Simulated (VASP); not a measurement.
# InP3 (R-3m) in VASP: further runs

InP3 is run at these levels: PBEsol; tasks: single point.

Everything below comes from runs of VASP 6.6.1. Logs are shortened: lines on timing, memory, paths and dates and some standing lists are left out, and cuts for length are marked.

### 1 The cell of the first run

It takes space group R-3m (No. 166, trigonal). Conventional cell: a = 7.119 Å, b = 7.119 Å, c = 8.660 Å, α = 90.00°, β = 90.00°, γ = 120.00°. In (site symmetry 3m) has 6 P at 2.48 to 2.64 Å within 3.3 Å. P (site symmetry m) has 4 P at 2.19 to 2.84 Å and 2 In at 2.48 to 2.64 Å within 2.9 Å.

### 2 Single point, PBEsol

The input, INCAR:

```
  PREC = Accurate
  ENCUT = 520
  EDIFF = 1E-7
  ISMEAR = 0
  SIGMA = 0.1
  LREAL = F
  LASPH = T
  NELM = 60
  ALGO = Normal
  ISIF = 2
  LWAVE = F
  LCHARG = F
  GGA = PS
  NBANDS = 38
```

The input, KPOINTS:

```
regular mesh
0
Gamma
  6 6 6
```

The input, POSCAR:

```
InP3
1.0
    3.5595383154      2.0551004045      2.8865150642
   -3.5595383154      2.0551004045      2.8865150642
    0.0000000000     -4.1102008091      2.8865150641
In P
2 6
Direct
    0.2871839937      0.2871839937      0.2871839937
    0.7128160063      0.7128160063      0.7128160063
    0.7824354617      0.2290975192      0.7824354617
    0.7824354617      0.7824354617      0.2290975192
    0.2290975192      0.7824354617      0.7824354617
    0.2175645383      0.7709024808      0.2175645383
    0.7709024808      0.2175645383      0.2175645383
    0.2175645383      0.2175645383      0.7709024808
```

Potentials or basis: VASP PAW PBE potentials, release 64 (In_d, P).

Started as:

```
$ cat potpaw_PBE.64/In_d/POTCAR potpaw_PBE.64/P/POTCAR > POTCAR
$ mpirun -np 1 vasp_std > vasp.out
```

OUTCAR:

```text
PREC = Accurate
   ENCUT = 520
   EDIFF = 1E-7
   ISMEAR = 0
   LREAL = F
   LASPH = T
   NELM = 60
   ISIF = 2
   GGA = PS

 ion  position               nearest neighbor table
   1  0.287  0.287  0.287-   8 2.48   7 2.48   6 2.48   8 2.64   6 2.64   7 2.64   2 3.69
   2  0.713  0.713  0.713-   4 2.48   3 2.48   5 2.48   4 2.64   5 2.64   3 2.64   1 3.69
   3  0.782  0.229  0.782-   7 2.19   8 2.19   2 2.48   2 2.64   7 2.84   8 2.84
   4  0.782  0.782  0.229-   6 2.19   7 2.19   2 2.48   2 2.64   7 2.84   6 2.84
   5  0.229  0.782  0.782-   6 2.19   8 2.19   2 2.48   2 2.64   6 2.84   8 2.84
   6  0.218  0.771  0.218-   5 2.19   4 2.19   1 2.48   1 2.64   5 2.84   4 2.84
   7  0.771  0.218  0.218-   3 2.19   4 2.19   1 2.48   1 2.64   3 2.84   4 2.84
   8  0.218  0.218  0.771-   3 2.19   5 2.19   1 2.48   1 2.64   3 2.84   5 2.84

  LATTYP: Found a trigonal (rhomboedric) cell.
 ALAT       =     5.0225212700
 COS(alpha) =    -0.0045551180

  Lattice vectors:

 A1 = (   3.5595383154,   2.0551004045,   2.8865150642)
 A2 = (  -3.5595383154,   2.0551004045,   2.8865150642)
 A3 = (   0.0000000000,  -4.1102008091,   2.8865150641)

Analysis of symmetry for initial positions (statically):
=====================================================================
 Subroutine PRICEL returns:
 Original cell was already a primitive cell.

 Routine SETGRP: Setting up the symmetry group for a
 trigonal (rhombohedral) supercell.

 Subroutine GETGRP returns: Found 12 space group operations
 (whereof 12 operations were pure point group operations)
 out of a pool of 12 trial point group operations.

The static configuration has the point symmetry D_3d.

Analysis of symmetry for dynamics (positions and initial velocities):
=====================================================================
 Subroutine PRICEL returns:
 Original cell was already a primitive cell.

 Routine SETGRP: Setting up the symmetry group for a
 trigonal (rhombohedral) supercell.

 Subroutine GETGRP returns: Found 12 space group operations
 (whereof 12 operations were pure point group operations)
 out of a pool of 12 trial point group operations.

The dynamic configuration has the point symmetry D_3d.

 Subroutine INISYM returns: Found 12 space group operations
 (whereof 12 operations are pure point group operations),
 and found     1 'primitive' translations

----------------------------------------------------------------------------------------

                                     Primitive cell

  volume of cell :     126.6928

  direct lattice vectors                    reciprocal lattice vectors
     3.559538315  2.055100405  2.886515064     0.140467655  0.081099038  0.115479506
    -3.559538315  2.055100405  2.886515064    -0.140467655  0.081099038  0.115479506
     0.000000000 -4.110200809  2.886515064     0.000000000 -0.162198077  0.115479506

  length of vectors
     5.022521270  5.022521270  5.022521270     0.199107339  0.199107339  0.199107339

  position of ions in fractional coordinates (direct lattice)
     0.287183994  0.287183994  0.287183994
     0.712816006  0.712816006  0.712816006
     0.782435462  0.229097519  0.782435462
     0.782435462  0.782435462  0.229097519
     0.229097519  0.782435462  0.782435462
     0.217564538  0.770902481  0.217564538
     0.770902481  0.217564538  0.217564538
     0.217564538  0.217564538  0.770902481

  ion indices of the primitive-cell ions
   primitive index   ion index
                 1           1
                 2           2
                 3           3
                 4           4
                 5           5
                 6           6
                 7           7
                 8           8

----------------------------------------------------------------------------------------

 KPOINTS: regular mesh

Automatic generation of k-mesh.
 Grid dimensions read from file:
 generate k-points for:    6    6    6

 Generating k-lattice:

  Cartesian coordinates                     Fractional coordinates (reciprocal lattice)
     0.023411276  0.013516506  0.019246584     0.166666667  0.000000000  0.000000000
    -0.023411276  0.013516506  0.019246584     0.000000000  0.166666667  0.000000000
     0.000000000 -0.027033013  0.019246584    -0.000000000 -0.000000000  0.166666667

  Length of vectors
     0.033184556  0.033184556  0.033184556

  Shift w.r.t. Gamma in fractional coordinates (k-lattice)
     0.000000000  0.000000000  0.000000000

 Subroutine IBZKPT returns following result:
 ===========================================

 Found     32 irreducible k-points:

 Following reciprocal coordinates:
            Coordinates               Weight
  0.000000  0.000000  0.000000      1.000000
  0.166667  0.000000 -0.000000      6.000000
  0.333333  0.000000 -0.000000      6.000000
  0.500000  0.000000 -0.000000      3.000000
  0.166667  0.166667 -0.000000      6.000000
  0.333333  0.166667  0.000000     12.000000
[... 16 lines left out ...]
  0.500000  0.500000  0.166667      6.000000
 -0.333333  0.500000  0.166667     12.000000
 [... further k-points ...]
   k-points           NKPTS =     32   k-points in BZ     NKDIM =     32   number of bands    NBANDS=     38
   number of dos      NEDOS =    301   number of ions     NIONS =      8
   total plane-waves  NPLWV =  64000
   dimension x,y,z NGX =    40 NGY =   40 NGZ =   40
   dimension x,y,z NGXF=    80 NGYF=   80 NGZF=   80
   ions per type =               2   6
   NGX,Y,Z   is equivalent  to a cutoff of  13.24, 13.24, 13.24 a.u.
   NGXF,Y,Z  is equivalent  to a cutoff of  26.48, 26.48, 26.48 a.u.
 SYSTEM =  unknown system
   PREC   = accura    normal or accurate (medium, high low for compatibility)
   ISTART =      0    job   : 0-new  1-cont  2-samecut
   ICHARG =      2    charge: 1-file 2-atom 10-const
   ISPIN  =      1    spin polarized calculation?
   LNONCOLLINEAR =      F non collinear calculations
   LSORBIT =      F    spin-orbit coupling
   LASPH  =      T    aspherical Exc in radial PAW
   ENCUT  =  520.0 eV  38.22 Ry    6.18 a.u.   9.34  9.34  9.34*2*pi/ulx,y,z
   NELM   =     60;   NELMIN=  2; NELMDL= -5     # of ELM steps
   EDIFF  = 0.1E-06   stopping-criterion for ELM
   LREAL  =      F    real-space projection
   EDIFFG = 0.1E-05   stopping-criterion for IOM
   NSW    =      0    number of steps for IOM
   IBRION =     -1    ionic relax: 0-MD 1-quasi-New 2-CG
   NFREE  =      0    steps in history (QN), initial steepest desc. (CG)
   ISIF   =      2    stress and relaxation
   ISYM   =      2    0-nonsym 1-usesym 2-fastsym
   POTIM  = 0.5000    time-step for ionic-motion
   TEBEG  =    0.0;   TEEND  =   0.0 temperature during run
   PSTRESS=    0.0 pullay stress
   NELECT =      56.0000    total number of electrons
   NUPDOWN=      -1.0000    fix difference up-down
   EMIN   =  10.00;   EMAX   =-10.00  energy-range for DOS
   EFERMI =   0.00;   METHOD = LEGACY
   ISMEAR =     0;   SIGMA  =   0.10  broadening in eV -4-tet -1-fermi 0-gaus
   EFERMI_NEDOS =   21; number of points for ismear=-14 and -15
   IALGO  =     38    algorithm
   IMIX   =      4    mixing-type and parameters
     AMIX     =   0.40;   BMIX     =  1.00
     AMIX_MAG =   1.60;   BMIX_MAG =  1.00
  volume/ion in A,a.u.               =      15.84       106.87
  Fermi-wavevector in a.u.,A,eV,Ry     =   1.247059  2.356599 21.159175  1.555155
  Thomas-Fermi vector in A             =   2.381208
   LORBIT       =      0    0 simple, 1 ext, 2 COOP (PROOUT), +10 PAW based schemes
   GGA     = PS    functional components
   LHFCALC =     F    Hartree Fock is set to
   AEXX    =    0.0000 exact exchange contribution
   IVDW    =     0    specifies the selected vdW correction
   LEPSILON=     F    determine dielectric tensor
   LRPA    =     F    only Hartree local field effects (RPA)
 non-spin polarized calculation
 Gauss-broadening in eV      SIGMA  =   0.10
  energy-cutoff  :      520.00
  volume of cell :      126.69
 maximum number of plane-waves:      3442
 NGX is ok and might be reduce to    40
   NGX = 19   NGY = 19   NGZ = 19

 number of electron      56.0000034 magnetization

 Free energy of the ion-electron system (eV)
  ---------------------------------------------------
  ext. energy  EPLUGINS =         0.00000000
  ---------------------------------------------------
  free energy    TOTEN  =       -39.77082694 eV

  energy without entropy =      -39.76085216  energy(sigma->0) =      -39.76583955

 E-fermi :   9.7209     XC(G=0): -11.4358

 val. band max:        9.7059820188   @ k =   0.5000   0.5000   0.0000
 cond. band min:       9.7590548748   @ k =   0.5000   0.1667   0.1667
 fundamental gap:      0.0530728560
 Fermi energy:         9.7208712851

 k-point     1 :       0.0000    0.0000    0.0000
  band No.  band energies     occupation
      1      -5.9869      2.00000
      2      -5.3736      2.00000
      3      -5.3736      2.00000
      4      -5.0486      2.00000
      5      -5.0486      2.00000
      6      -4.9099      2.00000
[... 30 lines left out ...]
     37      16.2862      0.00000
     38      16.2862      0.00000

 k-point     2 :       0.1667    0.0000   -0.0000
  band No.  band energies     occupation
      1      -5.8828      2.00000
      2      -5.3469      2.00000
      3      -5.3266      2.00000
      4      -5.0653      2.00000
      5      -5.0337      2.00000
      6      -4.9099      2.00000
[... 30 lines left out ...]
     37      15.6141      0.00000
     38      15.7754      0.00000

 k-point     3 :       0.3333    0.0000   -0.0000
  band No.  band energies     occupation
      1      -5.6710      2.00000
      2      -5.2786      2.00000
      3      -5.1839      2.00000
      4      -5.1134      2.00000
      5      -4.9691      2.00000
      6      -4.9077      2.00000
[... 30 lines left out ...]
     37      16.1099      0.00000
[... 781 lines left out ...]
 k-point    23 :       0.5000    0.5000    0.1667
  band No.  band energies     occupation
      1      -5.3485      2.00000
      2      -5.1492      2.00000
      3      -5.0174      2.00000
      4      -4.9993      2.00000
      5      -4.9917      2.00000
      6      -4.9003      2.00000
[... 30 lines left out ...]
     37      14.8329      0.00000
     38      14.9160      0.00000

 k-point    24 :      -0.3333    0.5000    0.1667
  band No.  band energies     occupation
      1      -5.3910      2.00000
      2      -5.1462      2.00000
      3      -5.0720      2.00000
      4      -5.0131      2.00000
      5      -4.9484      2.00000
      6      -4.8903      2.00000
[... 30 lines left out ...]
     37      14.8041      0.00000
     38      15.1248      0.00000

 [... further k-points ...]
[... 5 lines left out ...]
  --------------------------------------------------------------------------------------
  -------------------------------------------------------------------------------------
  Total       15.7932428     15.7932428     15.8165731      0.0000000      0.0000000      0.0000000
  in kB      199.7239286    199.7239286    200.0189672      0.0000000      0.0000000      0.0000000
  external PRESSURE =     199.8222748 kB  Pullay stress =       0.0000000 kB

 VOLUME and BASIS-vectors are now :
 -----------------------------------------------------------------------------
  energy-cutoff  :      520.00
  volume of cell :      126.69
      direct lattice vectors                 reciprocal lattice vectors
     3.559538315  2.055100405  2.886515064     0.140467655  0.081099038  0.115479506
    -3.559538315  2.055100405  2.886515064    -0.140467655  0.081099038  0.115479506
     0.000000000 -4.110200809  2.886515064     0.000000000 -0.162198077  0.115479506

 POSITION                                       TOTAL-FORCE (eV/Angst)
 -----------------------------------------------------------------------------------
      0.00000     -0.00000      2.48688         0.000000     -0.000000      0.007772
      0.00000     -0.00000      6.17266         0.000000      0.000000     -0.007772
      1.96963     -1.13717      5.17832         0.012798     -0.007389      0.023426
      0.00000      2.27433      5.17832         0.000000      0.014778      0.023426
     -1.96963     -1.13717      5.17832        -0.012798     -0.007389      0.023426
     -1.96963      1.13717      3.48123        -0.012798      0.007389     -0.023426
      1.96963      1.13717      3.48123         0.012798      0.007389     -0.023426
      0.00000     -2.27433      3.48123         0.000000     -0.014778     -0.023426
 -----------------------------------------------------------------------------------
    total drift:                                0.000000     -0.000000      0.000000

  FREE ENERGIE OF THE ION-ELECTRON SYSTEM (eV)
  ---------------------------------------------------
  free  energy   TOTEN  =       -39.7708269435 eV

  energy  without entropy=      -39.7608521552  energy(sigma->0) =      -39.76583955
```

It took 69 s on 1 thread of Intel Xeon 6975P-C (Granite Rapids), shared host; peak memory 0.3 GiB.

What came out:

- Free energy: -39.7708 eV
- Pressure: 20.0 GPa
- Largest force: 0.028 eV/Å
- Band gap on the k mesh: zero (band 28 reaches 9.89 eV, above the bottom of band 29 at 9.12 eV)

Forces in eV/Å, atoms in the order of the input:
```
In   0.000  0.000  0.008
In   0.000  0.000 -0.008
P    0.013 -0.007  0.023
P    0.000  0.015  0.023
P   -0.013 -0.007  0.023
P   -0.013  0.007 -0.023
P    0.013  0.007 -0.023
P    0.000 -0.015 -0.023
```

Caveat: the PAW data sets were made with another functional, which shifts forces and pressure a little; spin-orbit coupling is left out, which moves the levels of the heavy elements.

(Continued in part 2 of 2.)
